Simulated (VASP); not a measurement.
# Ni (Immm) in VASP: single point with PBE

Aim: the single point of Ni with PBE.

Everything below comes from runs of VASP 6.6.1. Logs are shortened: lines on timing, memory, paths and dates and some standing lists are left out, and cuts for length are marked.

## Step 1: The cell of the first run

Symmetry: Immm, No. 71, orthorhombic system. Conventional cell: a = 2.360 Å, b = 2.641 Å, c = 3.536 Å, α = 90.00°, β = 90.00°, γ = 90.00°. Within 3.1 Å of Ni (site symmetry mmm) lie 12 Ni at 2.36 to 2.64 Å.

## Step 2: Single point, PBE, collinear spin, ferromagnetic start (strain +0.1125 x Voigt [0, 0, 0, 1, 0, 0])

File INCAR:

```
SYSTEM = Ni
ALGO = Normal
EDIFF = 1E-6
ENCUT = 520
GGA = PE
ISIF = 2
ISMEAR = 0
ISPIN = 2
LASPH = .True.
LCHARG = .True.
LELF = .True.
LMAXMIX = 4
LORBIT = 11
LREAL = .False.
LVHAR = .True.
LWAVE = .False.
MAGMOM = 0.81
NBANDS = 15
NELM = 150
PREC = Accurate
SIGMA = 0.15
```

File KPOINTS:

```
k-points
0
Gamma
  22 22 22
  0 0 0
```

File POSCAR:

```
Ni
1.0
    0.0000000000      1.8673971875      1.8673971875
    1.7679500000      0.0994471875      1.7679500000
    1.7679500000      1.7679500000      0.0994471875
Ni
1
Direct
    0.0000000000      0.0000000000      0.0000000000
```

Potentials or basis: VASP PAW PBE potentials, release 64 (Ni).

Command:

```
$ cat potpaw_PBE.64/Ni/POTCAR > POTCAR
$ mpirun -np 1 vasp_std > vasp.out
```

OUTCAR:

```text
SYSTEM = Ni
   EDIFF = 1E-6
   ENCUT = 520
   GGA = PE
   ISIF = 2
   ISMEAR = 0
   ISPIN = 2
   LASPH = .True.
   LORBIT = 11
   LREAL = .False.
   NELM = 150
   PREC = Accurate

 ion  position               nearest neighbor table
   1  0.000  0.000  0.000-

  LATTYP: Found a body centered orthorhombic cell.
 ALAT       =     2.3596193063
 B/A-ratio  =     1.1192052980
 C/A-ratio  =     1.4985044370

  Lattice vectors:

 A1 = (  -1.7679500000,   1.7679500000,   0.0994471875)
 A2 = (  -1.7679500000,  -1.7679500000,  -0.0994471875)
 A3 = (   1.7679500000,   0.0994471875,   1.7679500000)

Analysis of symmetry for initial positions (statically):
=====================================================================
 Subroutine PRICEL returns:
 Original cell was already a primitive cell.

 Routine SETGRP: Setting up the symmetry group for a
 body centered orthorhombic supercell.

 Subroutine GETGRP returns: Found  8 space group operations
 (whereof  8 operations were pure point group operations)
 out of a pool of  8 trial point group operations.

The static configuration has the point symmetry D_2h.

Analysis of symmetry for dynamics (positions and initial velocities):
=====================================================================
 Subroutine PRICEL returns:
 Original cell was already a primitive cell.

 Routine SETGRP: Setting up the symmetry group for a
 body centered orthorhombic supercell.

 Subroutine GETGRP returns: Found  8 space group operations
 (whereof  8 operations were pure point group operations)
 out of a pool of  8 trial point group operations.

The dynamic configuration has the point symmetry D_2h.

Analysis of structural, dynamic, and magnetic symmetry:
=====================================================================
 Subroutine PRICEL returns:
 Original cell was already a primitive cell.

 Routine SETGRP: Setting up the symmetry group for a
 body centered orthorhombic supercell.

 Subroutine GETGRP returns: Found  8 space group operations
 (whereof  8 operations were pure point group operations)
 out of a pool of  8 trial point group operations.

The overall configuration has the point symmetry D_2h.

 Subroutine INISYM returns: Found  8 space group operations
 (whereof  8 operations are pure point group operations),
 and found     1 'primitive' translations

----------------------------------------------------------------------------------------

                                     Primitive cell

  volume of cell :      11.0170

  direct lattice vectors                    reciprocal lattice vectors
     0.000000000  1.867397187  1.867397187    -0.282813428  0.267752358  0.267752358
     1.767950000  0.099447188  1.767950000     0.282813428 -0.299669857  0.299669857
     1.767950000  1.767950000  0.099447188     0.282813428  0.299669857 -0.299669857

  length of vectors
     2.640898429  2.502235830  2.502235830     0.472616214  0.509497284  0.509497284

  position of ions in fractional coordinates (direct lattice)
     0.000000000  0.000000000  0.000000000

  ion indices of the primitive-cell ions
   primitive index   ion index
                 1           1

----------------------------------------------------------------------------------------

 KPOINTS: k-points

Automatic generation of k-mesh.
 Grid dimensions read from file:
 generate k-points for:   22   22   22

 Generating k-lattice:

  Cartesian coordinates                     Fractional coordinates (reciprocal lattice)
    -0.012855156  0.012170562  0.012170562     0.045454545  0.000000000 -0.000000000
     0.012855156 -0.013621357  0.013621357     0.000000000  0.045454545  0.000000000
     0.012855156  0.013621357 -0.013621357     0.000000000  0.000000000  0.045454545

  Length of vectors
     0.021482555  0.023158967  0.023158967

  Shift w.r.t. Gamma in fractional coordinates (k-lattice)
     0.000000000  0.000000000  0.000000000

 Subroutine IBZKPT returns following result:
 ===========================================

 Found   1530 irreducible k-points:

 Following reciprocal coordinates:
            Coordinates               Weight
  0.000000  0.000000  0.000000      1.000000
  0.045455 -0.000000 -0.000000      4.000000
  0.090909 -0.000000 -0.000000      4.000000
  0.136364  0.000000 -0.000000      4.000000
  0.181818  0.000000  0.000000      4.000000
  0.227273 -0.000000 -0.000000      4.000000
[... 16 lines left out ...]
  0.454545  0.045455  0.000000      8.000000
  0.500000  0.045455  0.000000      8.000000
 [... further k-points ...]
   k-points           NKPTS =   1530   k-points in BZ     NKDIM =   1530   number of bands    NBANDS=     15
   number of dos      NEDOS =    301   number of ions     NIONS =      1
   total plane-waves  NPLWV =   8000
   dimension x,y,z NGX =    20 NGY =   20 NGZ =   20
   dimension x,y,z NGXF=    40 NGYF=   40 NGZF=   40
   ions per type =               1
   NGX,Y,Z   is equivalent  to a cutoff of  12.59, 13.29, 13.29 a.u.
   NGXF,Y,Z  is equivalent  to a cutoff of  25.18, 26.58, 26.58 a.u.
 SYSTEM =  Ni
   PREC   = accura    normal or accurate (medium, high low for compatibility)
   ISTART =      0    job   : 0-new  1-cont  2-samecut
   ICHARG =      2    charge: 1-file 2-atom 10-const
   ISPIN  =      2    spin polarized calculation?
   LNONCOLLINEAR =      F non collinear calculations
   LSORBIT =      F    spin-orbit coupling
   LASPH  =      T    aspherical Exc in radial PAW
   ENCUT  =  520.0 eV  38.22 Ry    6.18 a.u.   4.91  4.65  4.65*2*pi/ulx,y,z
   NELM   =    150;   NELMIN=  2; NELMDL= -5     # of ELM steps
   EDIFF  = 0.1E-05   stopping-criterion for ELM
   LREAL  =      F    real-space projection
   EDIFFG = 0.1E-04   stopping-criterion for IOM
   NSW    =      0    number of steps for IOM
   IBRION =     -1    ionic relax: 0-MD 1-quasi-New 2-CG
   NFREE  =      0    steps in history (QN), initial steepest desc. (CG)
   ISIF   =      2    stress and relaxation
   ISYM   =      2    0-nonsym 1-usesym 2-fastsym
   POTIM  = 0.5000    time-step for ionic-motion
   TEBEG  =    0.0;   TEEND  =   0.0 temperature during run
   PSTRESS=    0.0 pullay stress
   NELECT =      10.0000    total number of electrons
   NUPDOWN=      -1.0000    fix difference up-down
   EMIN   =  10.00;   EMAX   =-10.00  energy-range for DOS
   EFERMI =   0.00;   METHOD = LEGACY
   ISMEAR =     0;   SIGMA  =   0.15  broadening in eV -4-tet -1-fermi 0-gaus
   EFERMI_NEDOS =   21; number of points for ismear=-14 and -15
   IALGO  =     38    algorithm
   IMIX   =      4    mixing-type and parameters
     AMIX     =   0.40;   BMIX     =  1.00
     AMIX_MAG =   1.60;   BMIX_MAG =  1.00
  volume/ion in A,a.u.               =      11.02        74.35
  Fermi-wavevector in a.u.,A,eV,Ry     =   1.585089  2.995384 34.184731  2.512507
  Thomas-Fermi vector in A             =   2.684607
   LORBIT       =     11    0 simple, 1 ext, 2 COOP (PROOUT), +10 PAW based schemes
   GGA     = PE    functional components
   LHFCALC =     F    Hartree Fock is set to
   AEXX    =    0.0000 exact exchange contribution
   IVDW    =     0    specifies the selected vdW correction
   LEPSILON=     F    determine dielectric tensor
   LRPA    =     F    only Hartree local field effects (RPA)
 spin polarized calculation
 Gauss-broadening in eV      SIGMA  =   0.15
  energy-cutoff  :      520.00
  volume of cell :       11.02
 maximum number of plane-waves:       308
   NGX =  9   NGY =  9   NGZ =  9

 number of electron      10.0000002 magnetization       0.6233050

 Free energy of the ion-electron system (eV)
  ---------------------------------------------------
  ext. energy  EPLUGINS =         0.00000000
  ---------------------------------------------------
  free energy    TOTEN  =        -5.42501122 eV

  energy without entropy =       -5.40576539  energy(sigma->0) =       -5.41538831

 E-fermi :   9.1848     XC(G=0): -13.1739

 val. band max:        9.1847270202   @ k =   0.1818   0.4091   0.0455
 cond. band min:       9.1849478960   @ k =  -0.2273   0.2727   0.1818
 fundamental gap:      0.0002208758
 Fermi energy:         9.1847639044

 spin component 1

 k-point     1 :       0.0000    0.0000    0.0000
  band No.  band energies     occupation
      1       0.2823      1.00000
      2       6.4669      1.00000
      3       6.6054      1.00000
      4       7.1721      1.00000
      5       8.0023      1.00000
      6       8.0804      1.00000
      7      31.8947      0.00000
      8      33.9177      0.00000
      9      37.1953      0.00000
     10      37.6602      0.00000
     11      38.6776      0.00000
     12      39.5111      0.00000
     13      42.0478      0.00000
     14      43.5356      0.00000
     15      47.9605      0.00000
[... 397 lines left out ...]
 k-point    24 :       0.5000    0.0455    0.0000
  band No.  band energies     occupation
      1       4.3790      1.00000
      2       6.5092      1.00000
      3       7.1765      1.00000
      4       7.8962      1.00000
      5       8.5024      1.00000
      6       9.1742      0.53956
      7      14.0981      0.00000
      8      31.3292      0.00000
      9      33.7883      0.00000
     10      35.0081      0.00000
     11      37.6175      0.00000
     12      39.4518      0.00000
     13      44.1973      0.00000
     14      50.9212      0.00000
     15      54.3507      0.00000

 [... further k-points ...]

 spin component 2

 k-point     1 :       0.0000    0.0000    0.0000
  band No.  band energies     occupation
      1       0.2489      1.00000
      2       7.2199      1.00000
      3       7.3304      1.00000
      4       7.9354      1.00000
      5       8.6110      1.00000
      6       8.6352      1.00000
      7      31.7639      0.00000
      8      33.9171      0.00000
      9      37.3248      0.00000
     10      37.6067      0.00000
     11      38.7528      0.00000
     12      39.4836      0.00000
     13      42.1263      0.00000
     14      43.4302      0.00000
     15      48.1154      0.00000
[... 397 lines left out ...]
 k-point    24 :       0.5000    0.0455    0.0000
  band No.  band energies     occupation
      1       4.7859      1.00000
      2       7.1447      1.00000
      3       7.8023      1.00000
      4       8.1154      1.00000
      5       9.1660      0.57016
      6       9.6870      0.00000
      7      14.5484      0.00000
      8      31.2496      0.00000
      9      33.8246      0.00000
     10      35.0849      0.00000
     11      37.6750      0.00000
     12      39.4619      0.00000
     13      44.2935      0.00000
     14      50.9857      0.00000
     15      55.4145      0.00000

 [... further k-points ...]
[... 5 lines left out ...]
  --------------------------------------------------------------------------------------
  -------------------------------------------------------------------------------------
  Total       -0.2414801      0.1198471      0.1198471      0.0000000     -0.9619551      0.0000000
  in kB      -35.1178871     17.4290760     17.4290760      0.0000000   -139.8948689      0.0000000
  external PRESSURE =      -0.0865783 kB  Pullay stress =       0.0000000 kB

 VOLUME and BASIS-vectors are now :
 -----------------------------------------------------------------------------
  energy-cutoff  :      520.00
  volume of cell :       11.02
      direct lattice vectors                 reciprocal lattice vectors
     0.000000000  1.867397187  1.867397187    -0.282813428  0.267752358  0.267752358
     1.767950000  0.099447188  1.767950000     0.282813428 -0.299669857  0.299669857
     1.767950000  1.767950000  0.099447188     0.282813428  0.299669857 -0.299669857

 POSITION                                       TOTAL-FORCE (eV/Angst)
 -----------------------------------------------------------------------------------
      0.00000      0.00000      0.00000         0.000000      0.000000     -0.000000
 -----------------------------------------------------------------------------------
    total drift:                               -0.000000     -0.000000     -0.000000

  FREE ENERGIE OF THE ION-ELECTRON SYSTEM (eV)
  ---------------------------------------------------
  free  energy   TOTEN  =        -5.4250112217 eV

  energy  without entropy=       -5.4057653895  energy(sigma->0) =       -5.41538831

 total charge

# of ion       s       p       d       tot
------------------------------------------
    1        0.496   0.488   8.317   9.302

 magnetization (x)

# of ion       s       p       d       tot
------------------------------------------
    1       -0.006  -0.024   0.666   0.635
```

It took 4.5 min on 1 thread of AMD EPYC 9R45 (Zen 5), shared host; peak memory 0.42 GiB.

Results:

```yaml
Free_energy: -5.4250 eV
Pressure: 0.0 GPa
Net_moment: 0.62 μB per cell
Site_moments: Ni +0.64 μB
Valence_electrons_inside_the_program's_atomic_spheres: Ni 9.30
```

Caveat: the cell differs from its parent crystal (strain +0.1125 x Voigt [0, 0, 0, 1, 0, 0]); the stress differs along the axes, from -4 to 2 GPa.
